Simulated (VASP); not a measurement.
# BiB (F-43m) in VASP: notebook, part 2 of 2

VASP 6.6.1.

## 3. Single point, r2SCAN+rVV10

This run uses another cell than the first one, of 20.45 Å³/atom.

File POSCAR:

```
BiB
1.0
    0.0000000000      2.7344985009      2.7344985009
    2.7344985009      0.0000000000      2.7344985009
    2.7344985009      2.7344985009      0.0000000000
B Bi
1 1
Direct
    0.0000000000      0.0000000000      0.0000000000
    0.2500000000      0.2500000000      0.2500000000
```

File INCAR.step1:

```
SYSTEM = BiB
ALGO = Normal
EDIFF = 1E-4
ENCUT = 520
GGA = PE
ISMEAR = -1
LASPH = .True.
LCHARG = .False.
LREAL = .False.
LWAVE = .True.
NBANDS = 16
NELM = 100
PREC = Accurate
SIGMA = 0.03
```

File INCAR.step2:

```
SYSTEM = BiB
ALGO = Normal
BPARAM = 11.95
CPARAM = 0.0093
EDIFF = 1E-7
ENCUT = 520
ISIF = 2
ISMEAR = -1
ISTART = 1
IVDW_NL = 2
LASPH = .True.
LCHARG = .False.
LMIXTAU = .True.
LREAL = .False.
LUSE_VDW = .True.
LWAVE = .False.
METAGGA = R2SCAN
NBANDS = 16
NELM = 100
PREC = Accurate
SIGMA = 0.03
```

File KPOINTS:

```
k-points
0
Gamma
  8 8 8
  0 0 0
```

Potentials or basis: VASP PAW PBE potentials, release 64 (B, Bi_d).

Launch:

```bash
> cat potpaw_PBE.64/B/POTCAR potpaw_PBE.64/Bi_d/POTCAR > POTCAR
> cp INCAR.step1 INCAR
> mpirun -np 1 vasp_std > vasp.out
> cp INCAR.step2 INCAR
> mpirun -np 1 vasp_std > vasp.out
```

OUTCAR:

```text
SYSTEM = BiB
   BPARAM = 11.95
   EDIFF = 1E-7
   ENCUT = 520
   ISIF = 2
   ISMEAR = -1
   ISTART = 1
   IVDW_NL = 2
   LASPH = .True.
   LREAL = .False.
   METAGGA = R2SCAN
   NELM = 100
   PREC = Accurate

 ion  position               nearest neighbor table
   1  0.000  0.000  0.000-   2 2.37   2 2.37   2 2.37   2 2.37
   2  0.250  0.250  0.250-   1 2.37   1 2.37   1 2.37   1 2.37

  LATTYP: Found a face centered cubic cell.
 ALAT       =     5.4689970018

  Lattice vectors:

 A1 = (   0.0000000000,   2.7344985009,   2.7344985009)
 A2 = (   2.7344985009,   0.0000000000,   2.7344985009)
 A3 = (   2.7344985009,   2.7344985009,   0.0000000000)

Analysis of symmetry for initial positions (statically):
=====================================================================
 Subroutine PRICEL returns:
 Original cell was already a primitive cell.

 Routine SETGRP: Setting up the symmetry group for a
 face centered cubic supercell.

 Subroutine GETGRP returns: Found 24 space group operations
 (whereof 24 operations were pure point group operations)
 out of a pool of 48 trial point group operations.

[... 162 lines left out ...]
  energy without entropy =      -63.88806262  energy(sigma->0) =      -63.88806334

 E-fermi :   7.4739     XC(G=0): -10.8614

 val. band max:        7.2208631792   @ k =   0.0000   0.0000   0.0000
 cond. band min:       7.7049930012   @ k =   0.0000   0.0000   0.0000
 fundamental gap:      0.4841298220
 Fermi energy:         7.4738827919

 k-point     1 :       0.0000    0.0000    0.0000
  band No.  band energies     occupation
      1     -16.6602      2.00000
      2     -16.6602      2.00000
      3     -16.6602      2.00000
      4     -16.5534      2.00000
      5     -16.5534      2.00000
      6      -7.7109      2.00000
[... 433 lines left out ...]
      3     -16.5965      2.00000
      4     -16.5517      2.00000
      5     -16.5356      2.00000
      6      -5.0112      2.00000
[... 8 lines left out ...]
     15      18.5802      0.00000
     16      19.3846      0.00000

 [... further k-points ...]

------------------------ aborting loop because EDIFF is reached ----------------------------------------

  FORCE on cell =-STRESS in cart. coord.  units (eV):
  Direction    XX          YY          ZZ          XY          YZ          ZX
  --------------------------------------------------------------------------------------
  -------------------------------------------------------------------------------------
  Total        0.0216298      0.0216298      0.0216298     -0.0000000      0.0000000     -0.0000000
  in kB        0.8474216      0.8474216      0.8474216     -0.0000000      0.0000000     -0.0000000
  external PRESSURE =       0.8474216 kB  Pullay stress =       0.0000000 kB

 VOLUME and BASIS-vectors are now :
 -----------------------------------------------------------------------------
  energy-cutoff  :      520.00
  volume of cell :       40.89
      direct lattice vectors                 reciprocal lattice vectors
     0.000000000  2.734498501  2.734498501    -0.182848884  0.182848884  0.182848884
     2.734498501  0.000000000  2.734498501     0.182848884 -0.182848884  0.182848884
     2.734498501  2.734498501  0.000000000     0.182848884  0.182848884 -0.182848884

 POSITION                                       TOTAL-FORCE (eV/Angst)
 -----------------------------------------------------------------------------------
      0.00000      0.00000      0.00000        -0.000000     -0.000000     -0.000000
      1.36725      1.36725      1.36725         0.000000      0.000000      0.000000
 -----------------------------------------------------------------------------------
    total drift:                                0.000000      0.000000      0.000000

  FREE ENERGIE OF THE ION-ELECTRON SYSTEM (eV)
  ---------------------------------------------------
  free  energy   TOTEN  =       -63.8880640608 eV

  energy  without entropy=      -63.8880626158  energy(sigma->0) =      -63.88806334
```

OSZICAR.step1:

```text
N       E                     dE             d eps       ncg     rms          rms(c)
DAV:   1     0.132382977810E+03    0.13238E+03   -0.98037E+03   928   0.134E+03
DAV:   2    -0.991183699576E+00   -0.13337E+03   -0.12904E+03   976   0.343E+02
DAV:   3    -0.952142332574E+01   -0.85302E+01   -0.84951E+01  1176   0.850E+01
DAV:   4    -0.971325968872E+01   -0.19184E+00   -0.19180E+00  1160   0.140E+01
DAV:   5    -0.972107063883E+01   -0.78110E-02   -0.78108E-02  1296   0.264E+00    0.388E+00
DAV:   6    -0.900578900446E+01    0.71528E+00   -0.14341E+00  1240   0.834E+00    0.143E+00
DAV:   7    -0.898604390319E+01    0.19745E-01   -0.18897E-01  1088   0.214E+00    0.747E-01
DAV:   8    -0.898450227321E+01    0.15416E-02   -0.21750E-02  1280   0.146E+00    0.109E-01
DAV:   9    -0.898430724024E+01    0.19503E-03   -0.27078E-03  1216   0.581E-01    0.529E-02
DAV:  10    -0.898442115798E+01   -0.11392E-03   -0.33541E-04  1056   0.162E-01    0.254E-02
DAV:  11    -0.898445323497E+01   -0.32077E-04   -0.68451E-05   832   0.853E-02
   1 F= -.89844532E+01 E0= -.89844494E+01  d E =-.771856E-05
```

It took 3.3 min on 1 thread of Intel Xeon Platinum 8375C at 2.90GHz (Ice Lake), shared host; peak memory 0.29 GiB.

What came out:

```
Free energy            : -63.8881 eV
Pressure               : 0.1 GPa
Band gap on the k mesh : 0.48 eV
```

Caveat: the structure was generated, so it needn't be the stable form of BiB; the PAW data sets were made with another functional, which shifts forces and pressure a little; spin-orbit coupling is left out, which moves the levels of the heavy elements. A k mesh can miss the band edges.

## 4. Single point, r2SCAN+rVV10

This run uses another cell than the first one, of 20.45 Å³/atom.

POSCAR is that of step 3.

File INCAR.step1:

```
PREC = Accurate ; ENCUT = 520
ISMEAR = -1 ; SIGMA = 0.03
LREAL = False ; LASPH = True
NELM = 60 ; NBANDS = 16
GGA = PE ; ALGO = Normal
EDIFF = 1E-4 ; LWAVE = True
LCHARG = False
```

File INCAR.step2:

```
PREC = Accurate ; ENCUT = 520
EDIFF = 1E-6 ; ISMEAR = -1
SIGMA = 0.03 ; LREAL = False
LASPH = True ; NELM = 60
ALGO = Normal ; ISIF = 2
LWAVE = False ; LCHARG = True
METAGGA = R2SCAN ; LMIXTAU = True
LUSE_VDW = True ; IVDW_NL = 2
BPARAM = 11.95 ; CPARAM = 0.0093
LELF = True ; LVHAR = True
NBANDS = 16 ; ISTART = 1
```

File KPOINTS:

```
regular mesh
0
Gamma
  10 10 10
```

Launch:

```bash
> cat potpaw_PBE.64/B/POTCAR potpaw_PBE.64/Bi_d/POTCAR > POTCAR
> cp INCAR.step1 INCAR
> mpirun -np 1 vasp_std > vasp.out
> cp INCAR.step2 INCAR
> mpirun -np 1 vasp_std > vasp.out
```

Run time: 3.2 min. Hardware: 1 thread of Intel Xeon Platinum 8375C at 2.90GHz (Ice Lake), shared host; peak memory 0.3 GiB.

It converged, with:

- Free energy: -63.8935 eV
- Pressure: 0.1 GPa
- Band gap on the k mesh: 0.48 eV

Levels at points of the mesh, in eV from the valence-band top:
```
           k point  band 6  band 7  band 8  band 9  band 10  band 11  band 12  band 13
(0.00, 0.00, 0.00)  -14.93    0.00    0.00    0.00     0.48     2.94     2.94     2.94
(0.50, 0.00, 0.00)  -12.68   -8.23   -1.74   -1.74     0.55     4.41     4.41     6.45
(0.50, 0.50, 0.00)  -11.63   -8.43   -3.73   -3.73     0.96     1.09     9.02     9.36
```

Caveat: the structure was generated, so it needn't be the stable form of BiB; the PAW data sets were made with another functional, which shifts forces and pressure a little; spin-orbit coupling is left out, which moves the levels of the heavy elements. A k mesh can miss the band edges.

## 5. Overview

```csv
level,cell,k mesh,gap on the mesh (eV),pressure (GPa)
PBEsol,"a = 3.857 Å, angles 60.0°, 2 atoms",8 × 8 × 8,0.45,0.0
r2SCAN+rVV10,"a = 3.867 Å, angles 60.0°, 2 atoms",8 × 8 × 8,0.48,0.1
r2SCAN+rVV10,"a = 3.867 Å, angles 60.0°, 2 atoms",10 × 10 × 10,0.48,0.1
```

Alike in all rows: task single point; potentials or basis VASP PAW PBE potentials, release 64 (B, Bi_d); no spin polarisation; cutoff (eV) 520; smearing fermi-dirac 0.03 eV.

Caveats: the structure was generated, so it needn't be the stable form of BiB; the PAW data sets were made with another functional, which shifts forces and pressure a little; spin-orbit coupling is left out, which moves the levels of the heavy elements.

Total energies depend on the potentials used, so only differences within one code and one set of settings carry meaning.
